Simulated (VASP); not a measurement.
Hg: single point with PBE

Hg:

```xyz
1
Lattice="1.5916 0.9189 2.1446 -1.5916 0.9189 2.1446 0.0000 -1.8378 2.1446" Properties=species:S:1:pos:R:3 pbc="T T T"
Hg    0.0000    0.0000    0.0000
```

This cell differs from its parent crystal: strain -0.080 along x and y, -0.040 along z.

```
Program                : VASP 6.6.1
Task                   : single point
Functional             : PBE
Potentials or basis    : VASP PAW PBE potentials, release 64 (Hg)
Cutoff                 : 520 eV
k mesh                 : 18 × 18 × 18
Occupations            : gaussian, width 0.15 eV
Spin                   : no spin polarisation
Dipole correction      : no
Further INCAR settings : ALGO = Normal; EDIFF = 1e-06; NBANDS = 12
```

```yaml
Pressure: 29.4 GPa
Band_gap_on_the_k_mesh: zero (bands 6 and 7 overlap by 3.51 eV)
```

Stress tensor (GPa, compression positive):
```
26.81  0.00  0.00
 0.00 26.81  0.00
 0.00  0.00 34.64
```

Levels at points of the mesh, in eV from the Fermi level:
| k point | band 3 | band 4 | band 5 | band 6 | band 7 | band 8 | band 9 | band 10 |
| --- | --- | --- | --- | --- | --- | --- | --- | --- |
| (0.00, 0.00, 0.00) | -8.85 | -7.30 | -6.91 | -6.91 | 12.86 | 14.42 | 14.42 | 19.65 |
| (0.50, 0.00, 0.00) | -7.32 | -6.80 | -6.28 | -3.24 | -1.75 | 13.02 | 14.06 | 17.94 |
| (0.50, 0.50, 0.00) | -6.62 | -6.31 | -5.73 | -1.04 | 1.68 | 5.27 | 10.13 | 11.86 |
| (0.50, 0.50, 0.50) | -8.41 | -5.90 | -5.90 | -1.41 | 1.58 | 11.25 | 11.25 | 11.32 |

Run time: 54 s on 1 thread of Intel Xeon 8259CL, on a shared host, peak memory 0.25 GiB.

Caveat: the cell differs from its parent crystal (strain -0.080 along x and y, -0.040 along z); the stress differs along the axes, from 27 to 35 GPa; spin-orbit coupling is left out, which moves the levels of the heavy elements.
